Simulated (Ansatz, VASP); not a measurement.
# One calculation of TaN, two programs

```
CELL_PARAMETERS angstrom
2.93800 0.00000 0.00000
-1.46900 2.54438 0.00000
0.00000 0.00000 2.88300
ATOMIC_POSITIONS crystal
Ta 0.00000 0.00000 0.50000
N 0.66667 0.33333 0.00000
```

Alike in both runs: task single point; functional PBEsol; k mesh 16 × 16 × 14; occupations gaussian, width 0.02 eV; no spin polarisation.

```csv
,VASP,Ansatz
version,VASP 6.6.1,Ansatz 0.2.0
potentials or method,"VASP PAW PBE potentials, release 64 (Ta_pv, N), cutoff 600 eV","scalar-relativistic, plane waves, PAW"
valence electrons in the cell,16,18
```

```csv
,VASP,Ansatz,Ansatz less VASP
gap on the k mesh at the Fermi level (eV),none,none,-
pressure (GPa),-4.2,-4.9,-0.65
"traceless stress, the component that is largest in VASP (GPa)",-0.05,-0.19,-0.134
```

VASP's potentials were made for PBE, not for PBEsol. A gap of «none» marks a metal or a gap that the smearing closes. With one functional, cell and mesh, what is left measures potentials, basis and numerics. VASP's potentials hold 16 valence electrons a cell and Ansatz's 18, so a difference there can come from the potentials and not from the codes. Ansatz's warnings: stress scf threshold loose.

Spin-orbit coupling is off throughout.
